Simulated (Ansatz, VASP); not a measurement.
Sr in VASP and in Ansatz

Contents of POSCAR:

```
Sr
1.0
   14.0000000000      0.0000000000      0.0000000000
    0.0000000000     14.4000000000      0.0000000000
    0.0000000000      0.0000000000     14.8000000000
Sr
1
Direct
    0.5000000000      0.5000000000      0.5000000000
```

File INCAR.step1:

```
ALGO = Normal ; EDIFF = 1E-4
ENCUT = 520 ; GGA = PE
ISMEAR = -1 ; ISPIN = 2
ISYM = 0 ; LASPH = T
LCHARG = F ; LREAL = F
LWAVE = T ; MAGMOM = 0.01
NBANDS = 15 ; NELM = 150
PREC = Accurate ; SIGMA = 0.01
```

Contents of INCAR.step2:

```
ALGO = Normal ; EDIFF = 1E-6
ENCUT = 520 ; ISIF = 2
ISMEAR = -1 ; ISPIN = 2
ISTART = 1 ; ISYM = 0
LASPH = T ; LCHARG = F
LMIXTAU = T ; LORBIT = 11
LREAL = F ; LWAVE = F
MAGMOM = 0.01 ; METAGGA = R2SCAN
NBANDS = 15 ; NELM = 150
PREC = Accurate ; SIGMA = 0.01
```

File KPOINTS:

```
k-points
0
Gamma
  1 1 1
```

Input for Ansatz:

```yaml
crystal:
  lattice:
    - [14.0, 0.0, 0.0]
    - [0.0, 14.4, 0.0]
    - [0.0, 0.0, 14.8]
  atoms:
    - { symbol: Sr, position: [0.5, 0.5, 0.5], spin: 0.01 }
  symmetry: { detect: false, time_reversal: true }
hamiltonian:
  xc: r2scan
  pseudopotentials:
    kind: paw
    azcp:
      Sr: "pseudopotentials/Sr.paw.azcp"
basis:
  ecutwfc: 500
  fft_grid_basis: typed
kpoints:
  mp_grid: { grid: [1, 1, 1], shift: [0, 0, 0] }
magnetization:
  spin_polarized: true
scf:
  occupations: { method: fermi_dirac, width: 0.01 }
```

Alike in both runs: task single point; functional r2SCAN; k mesh 1 × 1 × 1; occupations fermi-dirac, width 0.01 eV; collinear spin.

```csv
,VASP,Ansatz
version,VASP 6.6.1,Ansatz 0.2.0
potentials or method,"VASP PAW PBE potentials, release 64 (Sr_sv), cutoff 520 eV","plane waves (500 eV) with PAW, scalar-relativistic"
valence electrons in the cell,10,10
```

|  | VASP | Ansatz | Ansatz less VASP |
| --- | --- | --- | --- |
| gap on the k mesh at the Fermi level (eV) | 2.38 | 2.38 | -0.002 |
| net moment per atom (μB) | 0.00 | 0.00 | -0.001 |

VASP's potentials were made for PBE, not for r2SCAN. The functional is the same, so the differences come from potentials, cutoffs and numerics. Ansatz's warnings: seeded moment not kept, stability check not made.
